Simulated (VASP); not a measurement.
# SiSe2 (Ibam) in VASP: single point with r2SCAN

Aim: the single point of SiSe2 with r2SCAN.

Program: VASP 6.6.1. These are calculated values, not measurements. Logs are shortened: lines on timing, memory, paths and dates and some standing lists are left out, and cuts for length are marked.

### 1 The cell of the first run

The structure is orthorhombic, space group Ibam (No. 72). Conventional cell: a = 6.224 Å, b = 10.020 Å, c = 5.871 Å, α = 90.00°, β = 90.00°, γ = 90.00°. Within 3.0 Å of Si (site symmetry 222) lie 4 Se at 2.28 Å and 2 Si at 2.94 Å. Within 3.0 Å of Se (site symmetry m) lie 2 Si at 2.28 Å.

### 2 Single point, r2SCAN

POSCAR

```
SiSe2
1.0
   -3.1120170000      5.0102210000      2.9354490000
    3.1120170000     -5.0102210000      2.9354490000
    3.1120170000      5.0102210000     -2.9354490000
Si Se
2 4
Direct
    0.7500000000      0.7500000000      0.0000000000
    0.2500000000      0.2500000000      0.0000000000
    0.1206520000      0.2032190000      0.3238710000
    0.8793480000      0.7967810000      0.6761290000
    0.3793480000      0.7032190000      0.0825670000
    0.6206520000      0.2967810000      0.9174330000
```

INCAR.step1

```
  PREC = Accurate
  ENCUT = 520
  ISMEAR = 0
  SIGMA = 0.02
  LREAL = False
  LASPH = True
  NELM = 100
  NBANDS = 25
  GGA = PE
  ALGO = Normal
  EDIFF = 1E-4
  LWAVE = True
  LCHARG = False
```

INCAR.step2

```
  PREC = Accurate
  ENCUT = 520
  EDIFF = 1E-7
  ISMEAR = 0
  SIGMA = 0.02
  LREAL = False
  LASPH = True
  NELM = 100
  ALGO = Normal
  ISIF = 2
  LWAVE = False
  LCHARG = True
  METAGGA = R2SCAN
  LMIXTAU = True
  LELF = True
  LVHAR = True
  NBANDS = 25
  ISTART = 1
```

KPOINTS

```
regular mesh
0
Gamma
  6 6 6
```

Potentials or basis: VASP PAW PBE potentials, release 64 (Si, Se).

Started as:

```sh
> cat potpaw_PBE.64/Si/POTCAR potpaw_PBE.64/Se/POTCAR > POTCAR
> cp INCAR.step1 INCAR
> mpirun -np 1 vasp_std > vasp.out
> cp INCAR.step2 INCAR
> mpirun -np 1 vasp_std > vasp.out
```

OUTCAR:

```text
PREC = Accurate
   ENCUT = 520
   EDIFF = 1E-7
   ISMEAR = 0
   LREAL = False
   LASPH = True
   NELM = 100
   ISIF = 2
   METAGGA = R2SCAN
   ISTART = 1

 ion  position               nearest neighbor table
   1  0.750  0.750  0.000-   3 2.28   4 2.28   5 2.28   6 2.28   2 2.94   2 2.94
   2  0.250  0.250  0.000-   3 2.28   4 2.28   5 2.28   6 2.28   1 2.94   1 2.94
   3  0.121  0.203  0.324-   1 2.28   2 2.28
   4  0.879  0.797  0.676-   1 2.28   2 2.28
   5  0.379  0.703  0.083-   1 2.28   2 2.28
   6  0.621  0.297  0.917-   1 2.28   2 2.28

  LATTYP: Found a body centered orthorhombic cell.
 ALAT       =     5.8708980000
 B/A-ratio  =     1.0601502530
 C/A-ratio  =     1.7067988577

  Lattice vectors:

 A1 = (   3.1120170000,   5.0102210000,  -2.9354490000)
 A2 = (  -3.1120170000,   5.0102210000,   2.9354490000)
 A3 = (   3.1120170000,  -5.0102210000,   2.9354490000)

Analysis of symmetry for initial positions (statically):
=====================================================================
 Subroutine PRICEL returns:
 Original cell was already a primitive cell.

 Routine SETGRP: Setting up the symmetry group for a
 body centered orthorhombic supercell.

 Subroutine GETGRP returns: Found  8 space group operations
 (whereof  4 operations were pure point group operations)
 out of a pool of  8 trial point group operations.

The static configuration has the point symmetry C_2h.
 The point group associated with its full space group is D_2h.

Analysis of symmetry for dynamics (positions and initial velocities):
=====================================================================
 Subroutine PRICEL returns:
 Original cell was already a primitive cell.

 Routine SETGRP: Setting up the symmetry group for a
 body centered orthorhombic supercell.

 Subroutine GETGRP returns: Found  8 space group operations
 (whereof  4 operations were pure point group operations)
 out of a pool of  8 trial point group operations.

The dynamic configuration has the point symmetry C_2h.
 The point group associated with its full space group is D_2h.

 Subroutine INISYM returns: Found  8 space group operations
 (whereof  4 operations are pure point group operations),
 and found     1 'primitive' translations

----------------------------------------------------------------------------------------

                                     Primitive cell

  volume of cell :     183.0768

  direct lattice vectors                    reciprocal lattice vectors
    -3.112017000  5.010221000  2.935449000     0.000000000  0.099795997  0.170331694
     3.112017000 -5.010221000  2.935449000     0.160667503  0.000000000  0.170331694
     3.112017000  5.010221000 -2.935449000     0.160667503  0.099795997  0.000000000

  length of vectors
     6.588157945  6.588157945  6.588157945     0.197413594  0.234151516  0.189138276

  position of ions in fractional coordinates (direct lattice)
     0.750000000  0.750000000  0.000000000
     0.250000000  0.250000000  0.000000000
     0.120652000  0.203219000  0.323871000
     0.879348000  0.796781000  0.676129000
     0.379348000  0.703219000  0.082567000
     0.620652000  0.296781000  0.917433000

  ion indices of the primitive-cell ions
   primitive index   ion index
                 1           1
                 2           2
                 3           3
                 4           4
                 5           5
                 6           6

----------------------------------------------------------------------------------------

 KPOINTS: regular mesh

Automatic generation of k-mesh.
 Grid dimensions read from file:
 generate k-points for:    6    6    6

 Generating k-lattice:

  Cartesian coordinates                     Fractional coordinates (reciprocal lattice)
     0.000000000  0.016632666  0.028388616     0.166666667  0.000000000 -0.000000000
     0.026777917  0.000000000  0.028388616     0.000000000  0.166666667 -0.000000000
     0.026777917  0.016632666  0.000000000     0.000000000  0.000000000  0.166666667

  Length of vectors
     0.032902266  0.039025253  0.031523046

  Shift w.r.t. Gamma in fractional coordinates (k-lattice)
     0.000000000  0.000000000  0.000000000

 Subroutine IBZKPT returns following result:
 ===========================================

 Found     46 irreducible k-points:

 Following reciprocal coordinates:
            Coordinates               Weight
  0.000000  0.000000  0.000000      1.000000
  0.166667  0.000000 -0.000000      4.000000
  0.333333  0.000000 -0.000000      4.000000
  0.500000  0.000000  0.000000      2.000000
  0.000000  0.166667 -0.000000      4.000000
  0.166667  0.166667  0.000000      8.000000
[... 16 lines left out ...]
 -0.166667  0.166667  0.166667      2.000000
  0.166667  0.333333  0.166667      4.000000
 [... further k-points ...]
   k-points           NKPTS =     46   k-points in BZ     NKDIM =     46   number of bands    NBANDS=     25
   number of dos      NEDOS =    301   number of ions     NIONS =      6
   total plane-waves  NPLWV = 125000
   dimension x,y,z NGX =    50 NGY =   50 NGZ =   50
   dimension x,y,z NGXF=   100 NGYF=  100 NGZF=  100
   ions per type =               2   4
   NGX,Y,Z   is equivalent  to a cutoff of  12.62, 12.62, 12.62 a.u.
   NGXF,Y,Z  is equivalent  to a cutoff of  25.23, 25.23, 25.23 a.u.
 SYSTEM =  unknown system
   PREC   = accura    normal or accurate (medium, high low for compatibility)
   ISTART =      1    job   : 0-new  1-cont  2-samecut
   ICHARG =      0    charge: 1-file 2-atom 10-const
   ISPIN  =      1    spin polarized calculation?
   LNONCOLLINEAR =      F non collinear calculations
   LSORBIT =      F    spin-orbit coupling
   LASPH  =      T    aspherical Exc in radial PAW
   ENCUT  =  520.0 eV  38.22 Ry    6.18 a.u.  12.25 12.25 12.25*2*pi/ulx,y,z
   NELM   =    100;   NELMIN=  2; NELMDL=  0     # of ELM steps
   EDIFF  = 0.1E-06   stopping-criterion for ELM
   LREAL  =      F    real-space projection
   EDIFFG = 0.1E-05   stopping-criterion for IOM
   NSW    =      0    number of steps for IOM
   IBRION =     -1    ionic relax: 0-MD 1-quasi-New 2-CG
   NFREE  =      0    steps in history (QN), initial steepest desc. (CG)
   ISIF   =      2    stress and relaxation
   ISYM   =      2    0-nonsym 1-usesym 2-fastsym
   POTIM  = 0.5000    time-step for ionic-motion
   TEBEG  =    0.0;   TEEND  =   0.0 temperature during run
   PSTRESS=    0.0 pullay stress
   NELECT =      32.0000    total number of electrons
   NUPDOWN=      -1.0000    fix difference up-down
   EMIN   =  10.00;   EMAX   =-10.00  energy-range for DOS
   EFERMI =   0.00;   METHOD = LEGACY
   ISMEAR =     0;   SIGMA  =   0.02  broadening in eV -4-tet -1-fermi 0-gaus
   EFERMI_NEDOS =   21; number of points for ismear=-14 and -15
   IALGO  =     38    algorithm
   IMIX   =      4    mixing-type and parameters
     AMIX     =   0.40;   BMIX     =  1.00
     AMIX_MAG =   1.60;   BMIX_MAG =  1.00
  volume/ion in A,a.u.               =      30.51       205.91
  Fermi-wavevector in a.u.,A,eV,Ry     =   0.915336  1.729734 11.399496  0.837839
  Thomas-Fermi vector in A             =   2.040065
   LORBIT       =      0    0 simple, 1 ext, 2 COOP (PROOUT), +10 PAW based schemes
   METAGGA = R2SCAN    functional components
   LHFCALC =     F    Hartree Fock is set to
   AEXX    =    0.0000 exact exchange contribution
   IVDW    =     0    specifies the selected vdW correction
   LEPSILON=     F    determine dielectric tensor
   LRPA    =     F    only Hartree local field effects (RPA)
 non-spin polarized calculation
 Gauss-broadening in eV      SIGMA  =   0.02
  energy-cutoff  :      520.00
  volume of cell :      183.08
 maximum number of plane-waves:      4951
 NGX is ok and might be reduce to    50
   NGX = 25   NGY = 25   NGZ = 25

 number of electron      32.0000000 magnetization

 Free energy of the ion-electron system (eV)
  ---------------------------------------------------
  ext. energy  EPLUGINS =         0.00000000
  ---------------------------------------------------
  free energy    TOTEN  =       -77.87306136 eV

  energy without entropy =      -77.87306136  energy(sigma->0) =      -77.87306136

 E-fermi :   1.0332     XC(G=0):  -8.2066

 val. band max:        0.9296704530   @ k =  -0.3333   0.3333   0.3333
 cond. band min:       3.2421242707   @ k =   0.5000   0.5000   0.5000
 fundamental gap:      2.3124538177
 Fermi energy:         1.0331899696

 k-point     1 :       0.0000    0.0000    0.0000
  band No.  band energies     occupation
      1     -13.9926      2.00000
      2     -12.1616      2.00000
      3     -11.7745      2.00000
      4     -11.6203      2.00000
      5      -6.8551      2.00000
      6      -5.5182      2.00000
[... 17 lines left out ...]
     24       7.4552      0.00000
     25       7.8331      0.00000

 k-point     2 :       0.1667    0.0000   -0.0000
  band No.  band energies     occupation
      1     -13.8960      2.00000
      2     -12.3234      2.00000
      3     -11.7822      2.00000
      4     -11.6488      2.00000
      5      -6.6815      2.00000
      6      -5.4863      2.00000
[... 17 lines left out ...]
     24       7.2251      0.00000
     25       7.8222      0.00000

 k-point     3 :       0.3333    0.0000   -0.0000
  band No.  band energies     occupation
      1     -13.6184      2.00000
      2     -12.7244      2.00000
      3     -11.7899      2.00000
      4     -11.7126      2.00000
      5      -6.2363      2.00000
      6      -5.4997      2.00000
[... 17 lines left out ...]
     24       7.2892      0.00000
     25       8.3629      0.00000

 k-point     4 :       0.5000    0.0000    0.0000
  band No.  band energies     occupation
      1     -13.2008      2.00000
      2     -13.2008      2.00000
      3     -11.7688      2.00000
      4     -11.7688      2.00000
      5      -5.7522      2.00000
      6      -5.7522      2.00000
[... 17 lines left out ...]
     24       6.9481      0.00000
     25       8.6115      0.00000

 k-point     5 :       0.0000    0.1667   -0.0000
  band No.  band energies     occupation
      1     -13.8892      2.00000
      2     -12.3224      2.00000
      3     -11.7952      2.00000
      4     -11.6496      2.00000
      5      -6.6807      2.00000
      6      -5.4701      2.00000
[... 17 lines left out ...]
     24       7.0651      0.00000
     25       7.8190      0.00000

 k-point     6 :       0.1667    0.1667    0.0000
  band No.  band energies     occupation
      1     -13.6282      2.00000
      2     -12.7104      2.00000
      3     -11.8061      2.00000
      4     -11.6913      2.00000
      5      -6.2646      2.00000
      6      -5.4959      2.00000
[... 17 lines left out ...]
     24       7.2042      0.00000
     25       8.3523      0.00000
[... 393 lines left out ...]
 k-point    21 :       0.1667    0.1667    0.1667
  band No.  band energies     occupation
      1     -13.5817      2.00000
      2     -12.7216      2.00000
      3     -11.8329      2.00000
      4     -11.7385      2.00000
      5      -6.2473      2.00000
      6      -5.4706      2.00000
[... 17 lines left out ...]
     24       7.1871      0.00000
     25       8.5175      0.00000

 k-point    22 :       0.3333    0.1667    0.1667
  band No.  band energies     occupation
      1     -13.1832      2.00000
      2     -13.1832      2.00000
      3     -11.7935      2.00000
      4     -11.7935      2.00000
      5      -5.7728      2.00000
      6      -5.7728      2.00000
[... 17 lines left out ...]
     24       6.8859      0.00000
     25       9.0959      0.00000

 k-point    23 :      -0.1667    0.1667    0.1667
  band No.  band energies     occupation
      1     -13.9357      2.00000
      2     -12.1667      2.00000
      3     -11.8307      2.00000
      4     -11.6887      2.00000
      5      -6.8703      2.00000
      6      -5.3570      2.00000
[... 17 lines left out ...]
     24       7.5479      0.00000
     25       7.8898      0.00000

 k-point    24 :       0.1667    0.3333    0.1667
  band No.  band energies     occupation
      1     -13.1772      2.00000
      2     -13.1772      2.00000
      3     -11.8017      2.00000
      4     -11.8017      2.00000
      5      -5.7824      2.00000
      6      -5.7824      2.00000
[... 17 lines left out ...]
     24       6.9305      0.00000
     25       8.9440      0.00000

 [... further k-points ...]

------------------------ aborting loop because EDIFF is reached ----------------------------------------

  FORCE on cell =-STRESS in cart. coord.  units (eV):
  Direction    XX          YY          ZZ          XY          YZ          ZX
  --------------------------------------------------------------------------------------
  -------------------------------------------------------------------------------------
  Total        0.0060458     -0.0160448      0.1040883      0.0000000      0.0000000      0.0000000
  in kB        0.0529088     -0.1404146      0.9109175      0.0000000      0.0000000      0.0000000
  external PRESSURE =       0.2744706 kB  Pullay stress =       0.0000000 kB

 VOLUME and BASIS-vectors are now :
 -----------------------------------------------------------------------------
  energy-cutoff  :      520.00
  volume of cell :      183.08
      direct lattice vectors                 reciprocal lattice vectors
    -3.112017000  5.010221000  2.935449000     0.000000000  0.099795997  0.170331694
     3.112017000 -5.010221000  2.935449000     0.160667503  0.000000000  0.170331694
     3.112017000  5.010221000 -2.935449000     0.160667503  0.099795997  0.000000000

 POSITION                                       TOTAL-FORCE (eV/Angst)
 -----------------------------------------------------------------------------------
      0.00000      0.00000      4.40317        -0.000000      0.000000     -0.000000
      0.00000      0.00000      1.46772         0.000000      0.000000     -0.000000
      1.26484      1.20899     -0.00000         0.000679     -0.004161     -0.000000
      1.84718      3.80123      2.93545        -0.000679      0.004161      0.000000
      1.26484     -1.20899      2.93545         0.000679      0.004161      0.000000
      1.84718      6.21921      0.00000        -0.000679     -0.004161     -0.000000
 -----------------------------------------------------------------------------------
    total drift:                               -0.000000      0.000000     -0.000000

  FREE ENERGIE OF THE ION-ELECTRON SYSTEM (eV)
  ---------------------------------------------------
  free  energy   TOTEN  =       -77.8730613648 eV

  energy  without entropy=      -77.8730613648  energy(sigma->0) =      -77.87306136
```

It took 12 min on 1 thread of AMD EPYC 9R45 (Zen 5), shared host; peak memory 0.45 GiB.

Results:

| Item | Value |
| --- | --- |
| Free energy | -77.8731 eV |
| Pressure | 0.0 GPa |
| Largest force | 0.004 eV/Å |
| Band gap on the k mesh | 2.31 eV (least direct gap 2.43 eV) |

Forces in eV/Å, atoms in the order of the input:
```
Si   0.000  0.000  0.000
Si   0.000  0.000  0.000
Se   0.001 -0.004  0.000
Se  -0.001  0.004  0.000
Se   0.001  0.004  0.000
Se  -0.001 -0.004  0.000
```

Levels at points of the mesh, in eV from the valence-band top:
```
           k point  band 13  band 14  band 15  band 16  band 17  band 18  band 19  band 20
(0.00, 0.00, 0.00)    -1.49    -0.76    -0.59    -0.46     3.47     3.49     3.60     5.49
(0.50, 0.00, 0.00)    -1.17    -1.17    -0.61    -0.61     2.99     2.99     4.70     4.70
(0.00, 0.50, 0.00)    -0.84    -0.84    -0.66    -0.66     2.88     2.88     4.44     4.44
(0.50, 0.50, 0.00)    -1.77    -1.33    -0.92    -0.04     3.37     4.48     4.55     4.71
(0.50, 0.50, 0.50)    -1.97    -1.89    -1.36    -0.12     2.31     3.86     4.28     4.96
```

Caveat: the PAW data sets were made with another functional, which shifts forces and pressure a little.
